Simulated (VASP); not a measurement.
A run of VASP 6.6.1 is set up as follows.

INCAR

```
PREC = Accurate
ENCUT = 520
EDIFF = 1E-6
ISMEAR = -1
SIGMA = 0.05
LREAL = False
LASPH = True
NELM = 80
ALGO = Normal
ISIF = 2
LWAVE = False
LCHARG = True
GGA = CA
LELF = True
LVHAR = True
NBANDS = 11
```

KPOINTS

```
regular mesh
0
Gamma
  10 10 10
```

Contents of POSCAR:

```
Hf
1.0
    0.0000000000      2.2347024152      2.2347024152
    2.2347024152      0.0000000000      2.2347024152
    2.2347024152      2.2347024152      0.0000000000
Hf
1
Direct
    0.0000000000      0.0000000000      0.0000000000
```

Potentials or basis: VASP PAW LDA potentials, release 64 (Hf_pv).

The run is started by

```sh
$ cat potpaw_LDA.64/Hf_pv/POTCAR > POTCAR
$ mpirun -np 1 vasp_std > vasp.out
```

What does it give for the pressure?

-7.6 GPa.

Predict the band gap on the k mesh.

zero (band 5 reaches 5.96 eV, above the bottom of band 6 at 4.24 eV).

Caveat: spin-orbit coupling is left out, which moves the levels of the heavy elements.
